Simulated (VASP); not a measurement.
# Hf (Im-3m) in VASP: a series of runs

Hf is run at these levels: PBE; tasks: single point, relaxation of cell and atoms.

All numbers are computed with VASP 6.6.1; they aren't measurements. Logs are shortened: lines on timing, memory, paths and dates and some standing lists are left out, and cuts for length are marked.

### Step 1. The cell of the first run

The structure is cubic, space group Im-3m (No. 229). The conventional cell has a = 3.582 Å, b = 3.582 Å, c = 3.582 Å, α = 90.00°, β = 90.00°, γ = 90.00°. Hf (site symmetry m-3m) has 14 Hf at 3.10 to 3.58 Å within 4.1 Å.

### Step 2. Single point, PBE

Contents of INCAR:

```
SYSTEM = Hf
PREC = Accurate
ENCUT = 520
EDIFF = 1E-6
ISMEAR = -1
SIGMA = 0.05
LREAL = .False.
LASPH = .True.
NELM = 60
ALGO = Normal
ISIF = 2
LWAVE = .False.
LCHARG = .False.
GGA = PE
NBANDS = 11
```

Contents of KPOINTS:

```
regular mesh
0
Gamma
  16 16 16
  0 0 0
```

Contents of POSCAR:

```
Hf
1.0
   -1.7910868609      1.7910868609      1.7910868609
    1.7910868609     -1.7910868609      1.7910868609
    1.7910868609      1.7910868609     -1.7910868609
Hf
1
Direct
    0.0000000000      0.0000000000      0.0000000000
```

Potentials or basis: VASP PAW PBE potentials, release 64 (Hf_pv).

The run is started by

```
$ cat potpaw_PBE.64/Hf_pv/POTCAR > POTCAR
$ mpirun -np 1 vasp_std > vasp.out
```

OUTCAR:

```text
SYSTEM = Hf
   PREC = Accurate
   ENCUT = 520
   EDIFF = 1E-6
   ISMEAR = -1
   LREAL = .False.
   LASPH = .True.
   NELM = 60
   ISIF = 2
   GGA = PE

 ion  position               nearest neighbor table
   1  0.000  0.000  0.000-

  LATTYP: Found a body centered cubic cell.
 ALAT       =     3.5821737218

  Lattice vectors:

 A1 = (  -1.7910868609,   1.7910868609,   1.7910868609)
 A2 = (   1.7910868609,  -1.7910868609,   1.7910868609)
 A3 = (   1.7910868609,   1.7910868609,  -1.7910868609)

Analysis of symmetry for initial positions (statically):
=====================================================================
 Subroutine PRICEL returns:
 Original cell was already a primitive cell.

 Routine SETGRP: Setting up the symmetry group for a
 body centered cubic supercell.

 Subroutine GETGRP returns: Found 48 space group operations
 (whereof 48 operations were pure point group operations)
 out of a pool of 48 trial point group operations.

The static configuration has the point symmetry O_h .

Analysis of symmetry for dynamics (positions and initial velocities):
=====================================================================
 Subroutine PRICEL returns:
 Original cell was already a primitive cell.

 Routine SETGRP: Setting up the symmetry group for a
 body centered cubic supercell.

 Subroutine GETGRP returns: Found 48 space group operations
 (whereof 48 operations were pure point group operations)
 out of a pool of 48 trial point group operations.

The dynamic configuration has the point symmetry O_h .

 Subroutine INISYM returns: Found 48 space group operations
 (whereof 48 operations are pure point group operations),
 and found     1 'primitive' translations

----------------------------------------------------------------------------------------

                                     Primitive cell

  volume of cell :      22.9832

  direct lattice vectors                    reciprocal lattice vectors
    -1.791086861  1.791086861  1.791086861     0.000000000  0.279160107  0.279160107
     1.791086861 -1.791086861  1.791086861     0.279160107  0.000000000  0.279160107
     1.791086861  1.791086861 -1.791086861     0.279160107  0.279160107  0.000000000

  length of vectors
     3.102253444  3.102253444  3.102253444     0.394792010  0.394792010  0.394792010

  position of ions in fractional coordinates (direct lattice)
     0.000000000  0.000000000  0.000000000

  ion indices of the primitive-cell ions
   primitive index   ion index
                 1           1

----------------------------------------------------------------------------------------

 KPOINTS: regular mesh

Automatic generation of k-mesh.
 Grid dimensions read from file:
 generate k-points for:   16   16   16

 Generating k-lattice:

  Cartesian coordinates                     Fractional coordinates (reciprocal lattice)
     0.000000000  0.017447507  0.017447507     0.062500000  0.000000000  0.000000000
     0.017447507  0.000000000  0.017447507     0.000000000  0.062500000  0.000000000
     0.017447507  0.017447507  0.000000000     0.000000000  0.000000000  0.062500000

  Length of vectors
     0.024674501  0.024674501  0.024674501

  Shift w.r.t. Gamma in fractional coordinates (k-lattice)
     0.000000000  0.000000000  0.000000000

 Subroutine IBZKPT returns following result:
 ===========================================

 Found    145 irreducible k-points:

 Following reciprocal coordinates:
            Coordinates               Weight
  0.000000  0.000000  0.000000      1.000000
  0.062500  0.000000  0.000000     12.000000
  0.125000  0.000000  0.000000     12.000000
  0.187500  0.000000  0.000000     12.000000
  0.250000  0.000000  0.000000     12.000000
  0.312500  0.000000  0.000000     12.000000
[... 16 lines left out ...]
  0.187500  0.187500  0.000000     24.000000
  0.250000  0.187500  0.000000     48.000000
 [... further k-points ...]
   k-points           NKPTS =    145   k-points in BZ     NKDIM =    145   number of bands    NBANDS=     11
   number of dos      NEDOS =    301   number of ions     NIONS =      1
   total plane-waves  NPLWV =  13824
   dimension x,y,z NGX =    24 NGY =   24 NGZ =   24
   dimension x,y,z NGXF=    48 NGYF=   48 NGZF=   48
   ions per type =               1
   NGX,Y,Z   is equivalent  to a cutoff of  12.86, 12.86, 12.86 a.u.
   NGXF,Y,Z  is equivalent  to a cutoff of  25.72, 25.72, 25.72 a.u.
 SYSTEM =  Hf
   PREC   = accura    normal or accurate (medium, high low for compatibility)
   ISTART =      0    job   : 0-new  1-cont  2-samecut
   ICHARG =      2    charge: 1-file 2-atom 10-const
   ISPIN  =      1    spin polarized calculation?
   LNONCOLLINEAR =      F non collinear calculations
   LSORBIT =      F    spin-orbit coupling
   LASPH  =      T    aspherical Exc in radial PAW
   ENCUT  =  520.0 eV  38.22 Ry    6.18 a.u.   5.77  5.77  5.77*2*pi/ulx,y,z
   NELM   =     60;   NELMIN=  2; NELMDL= -5     # of ELM steps
   EDIFF  = 0.1E-05   stopping-criterion for ELM
   LREAL  =      F    real-space projection
   EDIFFG = 0.1E-04   stopping-criterion for IOM
   NSW    =      0    number of steps for IOM
   IBRION =     -1    ionic relax: 0-MD 1-quasi-New 2-CG
   NFREE  =      0    steps in history (QN), initial steepest desc. (CG)
   ISIF   =      2    stress and relaxation
   ISYM   =      2    0-nonsym 1-usesym 2-fastsym
   POTIM  = 0.5000    time-step for ionic-motion
   TEBEG  =    0.0;   TEEND  =   0.0 temperature during run
   PSTRESS=    0.0 pullay stress
   NELECT =      10.0000    total number of electrons
   NUPDOWN=      -1.0000    fix difference up-down
   EMIN   =  10.00;   EMAX   =-10.00  energy-range for DOS
   EFERMI =   0.00;   METHOD = LEGACY
   ISMEAR =    -1;   SIGMA  =   0.05  broadening in eV -4-tet -1-fermi 0-gaus
   EFERMI_NEDOS =   21; number of points for ismear=-14 and -15
   IALGO  =     38    algorithm
   IMIX   =      4    mixing-type and parameters
     AMIX     =   0.40;   BMIX     =  1.00
     AMIX_MAG =   1.60;   BMIX_MAG =  1.00
  volume/ion in A,a.u.               =      22.98       155.10
  Fermi-wavevector in a.u.,A,eV,Ry     =   1.240523  2.344249 20.937972  1.538898
  Thomas-Fermi vector in A             =   2.374960
   LORBIT       =      0    0 simple, 1 ext, 2 COOP (PROOUT), +10 PAW based schemes
   GGA     = PE    functional components
[... 5 lines left out ...]
 non-spin polarized calculation
  energy-cutoff  :      520.00
  volume of cell :       22.98
 maximum number of plane-waves:       637
   NGX = 11   NGY = 11   NGZ = 11

 number of electron      10.0000003 magnetization

 Free energy of the ion-electron system (eV)
  ---------------------------------------------------
  ext. energy  EPLUGINS =         0.00000000
  ---------------------------------------------------
  free energy    TOTEN  =        -9.74374983 eV

  energy without entropy =       -9.72848086  energy(sigma->0) =       -9.73611535

 E-fermi :   4.3930     XC(G=0): -11.1615

 val. band max:        4.3832594115   @ k =   0.3125   0.1250   0.1250
 cond. band min:       4.4329126825   @ k =   0.3125   0.1875  -0.0000
 fundamental gap:      0.0496532710
 Fermi energy:         4.3930405273

 k-point     1 :       0.0000    0.0000    0.0000
  band No.  band energies     occupation
      1     -25.5423      2.00000
      2     -25.5423      2.00000
      3     -25.5423      2.00000
      4      -2.5532      2.00000
      5       5.9035      0.00000
      6       5.9035      0.00000
      7       5.9035      0.00000
      8       8.6061      0.00000
      9       8.6061      0.00000
     10      17.5519      0.00000
     11      17.5519      0.00000

 k-point     2 :       0.0625    0.0000    0.0000
  band No.  band energies     occupation
      1     -25.5726      2.00000
      2     -25.5518      2.00000
      3     -25.5424      2.00000
      4      -2.4129      2.00000
      5       5.8045      0.00000
      6       5.8659      0.00000
      7       6.0410      0.00000
      8       8.4454      0.00000
      9       8.6046      0.00000
     10      17.5716      0.00000
     11      17.6856      0.00000

 k-point     3 :       0.1250    0.0000    0.0000
  band No.  band energies     occupation
      1     -25.6581      2.00000
      2     -25.5788      2.00000
      3     -25.5427      2.00000
      4      -2.0061      2.00000
      5       5.5384      0.00000
      6       5.7048      0.00000
      7       6.4488      0.00000
      8       8.1478      0.00000
      9       8.6112      0.00000
     10      17.5607      0.00000
     11      17.9948      0.00000

 k-point     4 :       0.1875    0.0000    0.0000
  band No.  band energies     occupation
      1     -25.7834      2.00000
      2     -25.6190      2.00000
      3     -25.5432      2.00000
      4      -1.3766      2.00000
      5       5.1764      0.00000
      6       5.3625      0.00000
      7       7.1127      0.00000
      8       8.0151      0.00000
      9       8.6520      0.00000
     10      17.5585      0.00000
     11      18.1196      0.00000

 k-point     5 :       0.2500    0.0000    0.0000
  band No.  band energies     occupation
      1     -25.9277      2.00000
      2     -25.6659      2.00000
      3     -25.5437      2.00000
      4      -0.6073      2.00000
      5       4.7934      0.00067
      6       4.9497      0.00003
      7       8.0064      0.00000
      8       8.1131      0.00000
      9       8.7514      0.00000
     10      17.5489      0.00000
     11      17.5850      0.00000
[... 211 lines left out ...]
 k-point    21 :       0.3750    0.1250    0.0000
  band No.  band energies     occupation
      1     -26.2305      2.00000
      2     -25.8105      2.00000
      3     -25.5846      2.00000
      4       1.4413      2.00000
      5       4.0088      1.99908
      6       4.7600      0.00130
      7       8.2914      0.00000
      8       9.4240      0.00000
      9      11.7221      0.00000
     10      13.9300      0.00000
     11      15.8295      0.00000

 k-point    22 :       0.4375    0.1250    0.0000
  band No.  band energies     occupation
      1     -26.2517      2.00000
      2     -25.8224      2.00000
      3     -25.5850      2.00000
      4       1.5186      2.00000
      5       3.9684      1.99959
      6       4.9429      0.00003
      7       8.2523      0.00000
      8       9.5315      0.00000
      9      12.1856      0.00000
     10      13.4834      0.00000
     11      15.5790      0.00000

 k-point    23 :       0.1875    0.1875    0.0000
  band No.  band energies     occupation
      1     -26.0536      2.00000
      2     -25.7220      2.00000
      3     -25.5960      2.00000
      4       0.5098      2.00000
      5       4.2436      1.90411
      6       4.5798      0.04663
      7       7.8356      0.00000
      8       9.2419      0.00000
      9       9.5233      0.00000
     10      16.3330      0.00000
     11      17.5711      0.00000

 k-point    24 :       0.2500    0.1875    0.0000
  band No.  band energies     occupation
      1     -26.1281      2.00000
      2     -25.7845      2.00000
      3     -25.6058      2.00000
      4       1.2508      2.00000
      5       3.9700      1.99958
      6       4.4465      0.51143
      7       8.0407      0.00000
      8       9.2854      0.00000
      9      10.6579      0.00000
     10      15.0725      0.00000
     11      17.5881      0.00000

 [... further k-points ...]
[... 5 lines left out ...]
  --------------------------------------------------------------------------------------
  -------------------------------------------------------------------------------------
  Total       -0.4765529     -0.4765529     -0.4765529      0.0000000      0.0000000      0.0000000
  in kB      -33.2209297    -33.2209297    -33.2209297      0.0000000      0.0000000      0.0000000
  external PRESSURE =     -33.2209297 kB  Pullay stress =       0.0000000 kB

 VOLUME and BASIS-vectors are now :
 -----------------------------------------------------------------------------
  energy-cutoff  :      520.00
  volume of cell :       22.98
      direct lattice vectors                 reciprocal lattice vectors
    -1.791086861  1.791086861  1.791086861     0.000000000  0.279160107  0.279160107
     1.791086861 -1.791086861  1.791086861     0.279160107  0.000000000  0.279160107
     1.791086861  1.791086861 -1.791086861     0.279160107  0.279160107  0.000000000

 POSITION                                       TOTAL-FORCE (eV/Angst)
 -----------------------------------------------------------------------------------
      0.00000      0.00000      0.00000        -0.000000      0.000000      0.000000
 -----------------------------------------------------------------------------------
    total drift:                                0.000000      0.000000     -0.000000

  FREE ENERGIE OF THE ION-ELECTRON SYSTEM (eV)
  ---------------------------------------------------
  free  energy   TOTEN  =        -9.7437498313 eV

  energy  without entropy=       -9.7284808597  energy(sigma->0) =       -9.73611535
```

Wall time 12 s (1 thread of Intel Xeon Platinum 8488C (Sapphire Rapids), shared host); peak memory 0.16 GiB.

What came out:

| Quantity | Value |
| --- | --- |
| Free energy | -9.7437 eV |
| Pressure | -3.3 GPa |
| Band gap on the k mesh | zero (band 5 reaches 5.90 eV, above the bottom of band 6 at 3.68 eV) |

Caveat: spin-orbit coupling is left out, which moves the levels of the heavy elements.

### Step 3. Relaxation of cell and atoms, PBE

This run uses another cell than the first one, of 22.28 Å³/atom, 0.969 times its volume.

Contents of INCAR:

```
  PREC = Accurate
  ENCUT = 600
  EDIFF = 1E-6
  ISMEAR = -1
  SIGMA = 0.05
  LREAL = False
  LASPH = True
  NELM = 80
  ALGO = Normal
  ISIF = 3
  LWAVE = False
  LCHARG = False
  GGA = PE
  IBRION = 2
  NSW = 45
  EDIFFG = -0.005
```

Contents of KPOINTS:

```
regular mesh
0
Gamma
  16 16 16
```

Contents of POSCAR:

```
Hf
1.0
   -1.7726572728      1.7726572728      1.7726572728
    1.7726572728     -1.7726572728      1.7726572728
    1.7726572728      1.7726572728     -1.7726572728
Hf
1
Direct
    0.0000000000      0.0000000000      0.0000000000
```

Potentials or basis: VASP PAW PBE potentials, release 64 (Hf_pv).

The run is started by

```
$ cat potpaw_PBE.64/Hf_pv/POTCAR > POTCAR
$ mpirun -np 1 vasp_std > vasp.out
```

Run time: 44 s. Hardware: 1 thread of Intel Xeon Platinum 8488C (Sapphire Rapids), shared host; peak memory 0.19 GiB.

Results (log left out):

- Free energy: -9.7521 eV
- Relaxed volume: 22.20 Å³/atom
- Relaxed cell: a = 3.067 Å, b = 3.067 Å, c = 3.067 Å, α = 109.47°, β = 109.47°, γ = 109.47°
- Space group after relaxing (to 0.05 Å): Im-3m (No. 229)
- Energy gained by relaxing: 0.1 meV/atom
- Ionic steps: 3
- Pressure after relaxing: 0.0 GPa
- Band gap on the k mesh: zero (band 5 reaches 6.16 eV, above the bottom of band 6 at 3.88 eV)

Final structure:
```
Hf
1.0
    -1.77062    1.77062    1.77062
     1.77062   -1.77062    1.77062
     1.77062    1.77062   -1.77062
Hf
1
Direct
  0.00000 0.00000 0.00000
```

Levels at points of the mesh, in eV from the Fermi level:
```tsv
k point	band 1	band 2	band 3	band 4	band 5	band 6	band 7	band 8	band 9
(0.00, 0.00, 0.00)	-29.80	-29.80	-29.80	-7.06	1.54	1.54	1.54	4.34	4.34
(0.50, 0.00, 0.00)	-30.64	-30.07	-29.80	-3.39	-0.50	1.10	4.18	5.18	7.68
(0.50, 0.50, 0.50)	-30.39	-30.39	-30.39	-2.60	-2.60	6.84	6.84	6.84	7.29
```

Caveat: spin-orbit coupling is left out, which moves the levels of the heavy elements.
